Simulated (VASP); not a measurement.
Crystal: As.

```
As
1.0
     1.91768    1.10718    3.58298
    -1.91768    1.10718    3.58298
     0.00000   -2.21435    3.58298
As
2
Cartesian
  0.0000 0.0000 2.4293
  0.0000 0.0000 8.3197
```

Base run:

| Item | Value |
| --- | --- |
| Program | VASP 6.6.1 |
| Functional | r2SCAN |
| Potentials or basis | VASP PAW PBE potentials, release 64 (As) |
| Cutoff | 520 eV |
| k mesh | 9 × 9 × 9 |
| Occupations | fermi-dirac, width 0.05 eV |
| Spin | no spin polarisation |

Its results: band gap on the k mesh zero (band 5 reaches 4.79 eV, above the bottom of band 6 at 4.72 eV); pressure -2.3 GPa; largest force 0.182 eV/Å.

Q: The run is repeated on the same cell with these changes: functional from r2SCAN to PBEsol; occupations from fermi-dirac, width 0.05 eV to fermi-dirac, width 0.1 eV. What comes out?

A: Band gap on the k mesh zero (band 5 reaches 4.66 eV, above the bottom of band 6 at 4.57 eV); pressure -3.4 GPa; largest force 0.048 eV/Å.

Caveats: the PAW data sets were made with another functional, which shifts forces and pressure a little.
